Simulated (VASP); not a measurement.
A run of VASP 6.6.1:

The input INCAR:

```
PREC = Accurate ; ENCUT = 600
EDIFF = 1E-6 ; ISMEAR = 0
SIGMA = 0.01 ; LREAL = False
LASPH = True ; NELM = 120
ALGO = Normal ; ISIF = 2
LWAVE = False ; LCHARG = False
NBANDS = 29 ; GGA_COMPAT = False
```

File KPOINTS:

```
Automatic mesh
0
Gamma
  3 3 3
```

The input POSCAR:

```
HfPbO3
1.0
    4.1554800000      0.0000000000      0.0000000000
    0.0000000000      4.1554800000      0.0000000000
    0.0000000000      0.0000000000      4.1554800000
Hf Pb O
1 1 3
Direct
    0.5000000000      0.5000000000      0.5000000000
    0.0000000000      0.0000000000      0.0000000000
    0.0000000000      0.5000000000      0.5000000000
    0.5000000000      0.0000000000      0.5000000000
    0.5000000000      0.5000000000      0.0000000000
```

Potentials or basis: VASP PAW LDA potentials, release 64 (Hf_pv, Pb_d, O).

Command:

```bash
$ cat potpaw_LDA.64/Hf_pv/POTCAR potpaw_LDA.64/Pb_d/POTCAR potpaw_LDA.64/O/POTCAR > POTCAR
$ mpirun -np 1 vasp_std > vasp.out
```

Hardware: 1 thread of Intel(R) Xeon(R) 6975P-C (Granite Rapids) (shared host).

Task: Estimate the wall time of this run.

Result: It took 15 s on 1 thread of Intel(R) Xeon(R) 6975P-C (Granite Rapids), with other jobs on the host, peak memory 0.17 GiB. Counts: scf iterations 14, k points 4.
